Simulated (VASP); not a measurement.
# Ir in VASP: a series of runs, part 2 of 3

VASP 6.6.1. The steps go on from the part before.

## 3. Single point, PBE (strain -0.050 along x and y, -0.025 along z)

File INCAR:

```
SYSTEM = Ir
ALGO     = Normal         ! electronic algorithm
EDIFF    = 1E-7           ! SCF threshold, eV
ENCUT    = 520            ! plane-wave cutoff, eV
GGA      = PE             ! functional
ISIF     = 2              ! what is computed and relaxed
ISMEAR   = 0              ! smearing method
LASPH    = .True.         ! aspherical terms in the spheres
LCHARG   = .False.        ! write CHGCAR
LREAL    = .False.        ! projectors in reciprocal space
LWAVE    = .False.        ! write WAVECAR
NBANDS   = 10             ! bands
NELM     = 100            ! most SCF steps
PREC     = Accurate       ! precision mode
SIGMA    = 0.15           ! smearing width, eV
```

File KPOINTS:

```
k-points
0
Gamma
  22 22 22
  0 0 0
```

File POSCAR:

```
Ir
1.0
    0.0000000000      1.8237150000      1.8717075000
    1.8237150000      0.0000000000      1.8717075000
    1.8237150000      1.8237150000      0.0000000000
Ir
1
Direct
    0.0000000000      0.0000000000      0.0000000000
```

Potentials or basis: VASP PAW PBE potentials, release 64 (Ir).

Launch:

```
cat potpaw_PBE.64/Ir/POTCAR > POTCAR
mpirun -np 1 vasp_std > vasp.out
```

OUTCAR:

```text
SYSTEM = Ir
   EDIFF = 1E-7
   ENCUT = 520
   GGA = PE
   ISIF = 2
   ISMEAR = 0
   LASPH = .True.
   LREAL = .False.
   NELM = 100
   PREC = Accurate

 ion  position               nearest neighbor table
   1  0.000  0.000  0.000-

  LATTYP: Found a body centered tetragonal cell.
 ALAT       =     2.5791224869
 C/A-ratio  =     1.4514297088

  Lattice vectors:

 A1 = (  -1.8237150000,   0.0000000000,   1.8717075000)
 A2 = (   1.8237150000,   0.0000000000,   1.8717075000)
 A3 = (   0.0000000000,   1.8237150000,  -1.8717075000)

Analysis of symmetry for initial positions (statically):
=====================================================================
 Subroutine PRICEL returns:
 Original cell was already a primitive cell.

 Routine SETGRP: Setting up the symmetry group for a
 body centered tetragonal supercell.

 Subroutine GETGRP returns: Found 16 space group operations
 (whereof 16 operations were pure point group operations)
 out of a pool of 16 trial point group operations.

The static configuration has the point symmetry D_4h.

Analysis of symmetry for dynamics (positions and initial velocities):
=====================================================================
 Subroutine PRICEL returns:
 Original cell was already a primitive cell.

 Routine SETGRP: Setting up the symmetry group for a
 body centered tetragonal supercell.

 Subroutine GETGRP returns: Found 16 space group operations
 (whereof 16 operations were pure point group operations)
 out of a pool of 16 trial point group operations.

The dynamic configuration has the point symmetry D_4h.

 Subroutine INISYM returns: Found 16 space group operations
 (whereof 16 operations are pure point group operations),
 and found     1 'primitive' translations

[... 112 lines left out ...]
     AMIX_MAG =   1.60;   BMIX_MAG =  1.00
  volume/ion in A,a.u.               =      12.45        84.02
  Fermi-wavevector in a.u.,A,eV,Ry     =   1.469248  2.776476 29.370745  2.158689
  Thomas-Fermi vector in A             =   2.584648
   LORBIT       =      0    0 simple, 1 ext, 2 COOP (PROOUT), +10 PAW based schemes
   GGA     = PE    functional components
   LHFCALC =     F    Hartree Fock is set to
   AEXX    =    0.0000 exact exchange contribution
   IVDW    =     0    specifies the selected vdW correction
   LEPSILON=     F    determine dielectric tensor
   LRPA    =     F    only Hartree local field effects (RPA)
 non-spin polarized calculation
 Gauss-broadening in eV      SIGMA  =   0.15
  energy-cutoff  :      520.00
  volume of cell :       12.45
 maximum number of plane-waves:       345
   NGX =  9   NGY =  9   NGZ =  9

 number of electron       9.0000001 magnetization

 Free energy of the ion-electron system (eV)
  ---------------------------------------------------
  ext. energy  EPLUGINS =         0.00000000
  ---------------------------------------------------
  free energy    TOTEN  =        -8.40136553 eV

  energy without entropy =       -8.39137158  energy(sigma->0) =       -8.39636855

 E-fermi :  12.7519     XC(G=0): -14.7592

 val. band max:       12.7517849093   @ k =  -0.1818   0.3636   0.1818
 cond. band min:      12.7520991318   @ k =   0.3636   0.0000   0.1818
 fundamental gap:      0.0003142225
 Fermi energy:        12.7519038702

 k-point     1 :       0.0000    0.0000    0.0000
  band No.  band energies     occupation
      1       0.2230      2.00000
      2       7.7917      2.00000
      3       8.1980      2.00000
      4       8.1980      2.00000
      5      11.0630      2.00000
      6      11.6216      2.00000
      7      26.7708      0.00000
      8      32.4825      0.00000
      9      33.4752      0.00000
     10      33.4752      0.00000
[... 287 lines left out ...]
 k-point    24 :      -0.4545    0.0455    0.0000
  band No.  band energies     occupation
      1       3.3171      2.00000
      2       7.6408      2.00000
      3       8.2022      2.00000
      4      11.1724      2.00000
      5      13.6580      0.00000
      6      14.5140      0.00000
      7      21.6166      0.00000
      8      26.5875      0.00000
      9      33.3012      0.00000
     10      34.1311      0.00000

 [... further k-points ...]

------------------------ aborting loop because EDIFF is reached ----------------------------------------

  FORCE on cell =-STRESS in cart. coord.  units (eV):
  Direction    XX          YY          ZZ          XY          YZ          ZX
  --------------------------------------------------------------------------------------
  -------------------------------------------------------------------------------------
  Total        6.5628804      6.5628804      5.4663647      0.0000000      0.0000000     -0.0000000
  in kB      844.5457070    844.5457070    703.4403431      0.0000000      0.0000000     -0.0000000
  external PRESSURE =     797.5105857 kB  Pullay stress =       0.0000000 kB

 VOLUME and BASIS-vectors are now :
 -----------------------------------------------------------------------------
  energy-cutoff  :      520.00
  volume of cell :       12.45
      direct lattice vectors                 reciprocal lattice vectors
     0.000000000  1.823715000  1.871707500    -0.274165645  0.274165645  0.267135757
     1.823715000  0.000000000  1.871707500     0.274165645 -0.274165645  0.267135757
     1.823715000  1.823715000  0.000000000     0.274165645  0.274165645 -0.267135757

 POSITION                                       TOTAL-FORCE (eV/Angst)
 -----------------------------------------------------------------------------------
      0.00000      0.00000      0.00000        -0.000000     -0.000000      0.000000
 -----------------------------------------------------------------------------------
    total drift:                                0.000000     -0.000000     -0.000000

  FREE ENERGIE OF THE ION-ELECTRON SYSTEM (eV)
  ---------------------------------------------------
  free  energy   TOTEN  =        -8.4013655252 eV

  energy  without entropy=       -8.3913715755  energy(sigma->0) =       -8.39636855
```

OSZICAR:

```text
N       E                     dE             d eps       ncg     rms          rms(c)
DAV:   1     0.501992785513E+02    0.50199E+02   -0.44587E+03 16840   0.838E+02
DAV:   2    -0.803663538833E+01   -0.58236E+02   -0.55525E+02 17172   0.205E+02
DAV:   3    -0.888844345682E+01   -0.85181E+00   -0.84895E+00 19514   0.299E+01
DAV:   4    -0.889585210561E+01   -0.74086E-02   -0.74069E-02 19324   0.256E+00
DAV:   5    -0.889598407586E+01   -0.13197E-03   -0.13197E-03 19802   0.318E-01    0.218E+01
DAV:   6    -0.851523840549E+01    0.38075E+00   -0.47290E-01 18940   0.879E+00    0.100E+01
DAV:   7    -0.840790630928E+01    0.10733E+00   -0.24571E-01 21988   0.585E+00    0.141E+00
DAV:   8    -0.840199692093E+01    0.59094E-02   -0.31987E-03 18632   0.788E-01    0.355E-01
DAV:   9    -0.840135774726E+01    0.63917E-03   -0.79474E-04 19612   0.403E-01    0.189E-02
DAV:  10    -0.840136609538E+01   -0.83481E-05   -0.66305E-06 22264   0.222E-02    0.696E-03
DAV:  11    -0.840136552770E+01    0.56768E-06   -0.97550E-08 17262   0.364E-03    0.122E-03
DAV:  12    -0.840136552516E+01    0.25411E-08   -0.95153E-09  9364   0.818E-04
   1 F= -.84013655E+01 E0= -.83963686E+01  d E =-.999395E-02
```

stdout:

```text
POSCAR found type information on POSCAR Ir
 POSCAR found :  1 types and       1 ions
 scaLAPACK will be used
 LDA part: xc-table for (Slater+PW92), standard interpolation
 POSCAR, INCAR and KPOINTS ok, starting setup
 FFT: planning ... GRIDC
 FFT: planning ... GRID_SOFT
 FFT: planning ... GRID
 WAVECAR not read
 entering main loop
```

It took 2 min on 1 thread of Intel Xeon 8259CL, shared host; peak memory 0.23 GiB.

What came out:

| Item | Value |
| --- | --- |
| Free energy | -8.4014 eV |
| Pressure | 79.8 GPa |
| Band gap on the k mesh | zero (an odd number of electrons rules out a gap without spin polarisation) |

Stress tensor (GPa, compression positive):
```
84.45  0.00  0.00
 0.00 84.45  0.00
 0.00  0.00 70.34
```

Levels at points of the mesh, in eV from the Fermi level:
| k point | band 2 | band 3 | band 4 | band 5 | band 6 | band 7 |
| --- | --- | --- | --- | --- | --- | --- |
| (0.00, 0.00, 0.00) | -4.96 | -4.55 | -4.55 | -1.69 | -1.13 | 14.02 |
| (0.50, 0.00, 0.00) | -5.06 | -4.63 | -1.03 | 1.06 | 1.29 | 8.74 |
| (0.50, 0.50, 0.00) | -8.82 | 1.19 | 1.37 | 1.88 | 1.88 | 11.93 |
| (0.50, 0.00, 0.50) | -8.85 | 1.12 | 1.70 | 1.98 | 2.13 | 11.99 |

Caveat: the cell differs from its parent crystal (strain -0.050 along x and y, -0.025 along z); the cell stands under pressure; spin-orbit coupling is left out, which moves the levels of the heavy elements.

## 4. Single point, PBE (strain -0.050 along x and y, +0.000 along z)

File INCAR:

```
ALGO = Normal
EDIFF = 1E-6
ENCUT = 520
GGA = PE
ISIF = 2
ISMEAR = 0
LASPH = True
LCHARG = True
LELF = True
LREAL = False
LVHAR = True
LWAVE = False
NBANDS = 10
NELM = 80
PREC = Accurate
SIGMA = 0.15
```

File KPOINTS:

```
k-points
0
Gamma
  22 22 22
```

File POSCAR:

```
Ir
1.0
    0.0000000000      1.8237150000      1.9197000000
    1.8237150000      0.0000000000      1.9197000000
    1.8237150000      1.8237150000      0.0000000000
Ir
1
Direct
    0.0000000000      0.0000000000      0.0000000000
```

Potentials or basis: VASP PAW PBE potentials, release 64 (Ir).

Launch:

```
cat potpaw_PBE.64/Ir/POTCAR > POTCAR
mpirun -np 1 vasp_std > vasp.out
```

OUTCAR:

```text
EDIFF = 1E-6
   ENCUT = 520
   GGA = PE
   ISIF = 2
   ISMEAR = 0
   LASPH = True
   LREAL = False
   NELM = 80
   PREC = Accurate

 ion  position               nearest neighbor table
   1  0.000  0.000  0.000-

  LATTYP: Found a body centered tetragonal cell.
 ALAT       =     2.5791224869
 C/A-ratio  =     1.4886458551

  Lattice vectors:

 A1 = (  -1.8237150000,   0.0000000000,   1.9197000000)
 A2 = (   1.8237150000,   0.0000000000,   1.9197000000)
 A3 = (   0.0000000000,   1.8237150000,  -1.9197000000)

[... 490 lines left out ...]

 [... further k-points ...]

------------------------ aborting loop because EDIFF is reached ----------------------------------------

  FORCE on cell =-STRESS in cart. coord.  units (eV):
  Direction    XX          YY          ZZ          XY          YZ          ZX
  --------------------------------------------------------------------------------------
  -------------------------------------------------------------------------------------
  Total        5.7343537      5.7343537      3.6311760      0.0000000      0.0000000      0.0000000
  in kB      719.4784022    719.4784022    455.5967095      0.0000000      0.0000000      0.0000000
  external PRESSURE =     631.5178380 kB  Pullay stress =       0.0000000 kB

 VOLUME and BASIS-vectors are now :
 -----------------------------------------------------------------------------
  energy-cutoff  :      520.00
  volume of cell :       12.77
      direct lattice vectors                 reciprocal lattice vectors
     0.000000000  1.823715000  1.919700000    -0.274165645  0.274165645  0.260457363
     1.823715000  0.000000000  1.919700000     0.274165645 -0.274165645  0.260457363
     1.823715000  1.823715000  0.000000000     0.274165645  0.274165645 -0.260457363

 POSITION                                       TOTAL-FORCE (eV/Angst)
 -----------------------------------------------------------------------------------
      0.00000      0.00000      0.00000         0.000000      0.000000      0.000000
 -----------------------------------------------------------------------------------
    total drift:                                0.000000      0.000000      0.000000

  FREE ENERGIE OF THE ION-ELECTRON SYSTEM (eV)
  ---------------------------------------------------
  free  energy   TOTEN  =        -8.5163505774 eV

  energy  without entropy=       -8.5060939573  energy(sigma->0) =       -8.51122227
```

OSZICAR:

```text
N       E                     dE             d eps       ncg     rms          rms(c)
DAV:   1     0.499551459488E+02    0.49955E+02   -0.44669E+03 16836   0.833E+02
DAV:   2    -0.815291888536E+01   -0.58108E+02   -0.55440E+02 17126   0.203E+02
DAV:   3    -0.901110066996E+01   -0.85818E+00   -0.85525E+00 19234   0.299E+01
DAV:   4    -0.901892060560E+01   -0.78199E-02   -0.78184E-02 19274   0.265E+00
DAV:   5    -0.901906327086E+01   -0.14267E-03   -0.14266E-03 19614   0.335E-01    0.203E+01
DAV:   6    -0.862537789788E+01    0.39369E+00   -0.52673E-01 18794   0.921E+00    0.921E+00
DAV:   7    -0.852286770577E+01    0.10251E+00   -0.25150E-01 21468   0.587E+00    0.144E+00
DAV:   8    -0.851774873671E+01    0.51190E-02   -0.26233E-03 18692   0.676E-01    0.608E-01
DAV:   9    -0.851634303607E+01    0.14057E-02   -0.13333E-03 19080   0.525E-01    0.196E-02
DAV:  10    -0.851635104229E+01   -0.80062E-05   -0.90859E-06 23722   0.280E-02    0.126E-02
DAV:  11    -0.851635057736E+01    0.46493E-06   -0.31653E-07 10734   0.727E-03
   1 F= -.85163506E+01 E0= -.85112223E+01  d E =-.102566E-01
```

Wall time 2.1 min (1 thread of Intel Xeon 8259CL, shared host); peak memory 0.23 GiB.

Results:

```yaml
Free_energy: -8.5164 eV
Pressure: 63.2 GPa
Band_gap_on_the_k_mesh: zero (an odd number of electrons rules out a gap without spin polarisation)
```

Levels at points of the mesh, in eV from the Fermi level:
| k point | band 1 | band 2 | band 3 | band 4 | band 5 | band 6 | band 7 | band 8 | band 9 |
| --- | --- | --- | --- | --- | --- | --- | --- | --- | --- |
| (0.00, 0.00, 0.00) | -12.23 | -5.02 | -4.23 | -4.23 | -1.91 | -0.83 | 14.14 | 19.10 | 20.96 |
| (0.50, 0.00, 0.00) | -9.22 | -5.04 | -4.24 | -0.97 | 0.92 | 1.33 | 8.47 | 13.62 | 20.39 |
| (0.50, 0.50, 0.00) | -9.18 | -8.47 | 0.99 | 1.18 | 1.78 | 1.78 | 11.05 | 12.90 | 12.90 |
| (0.50, 0.00, 0.50) | -9.14 | -8.51 | 1.02 | 1.41 | 2.16 | 2.26 | 11.56 | 12.34 | 12.60 |

Caveat: the cell differs from its parent crystal (strain -0.050 along x and y, +0.000 along z); the cell stands under pressure; spin-orbit coupling is left out, which moves the levels of the heavy elements.

(Continued in part 3 of 3.)
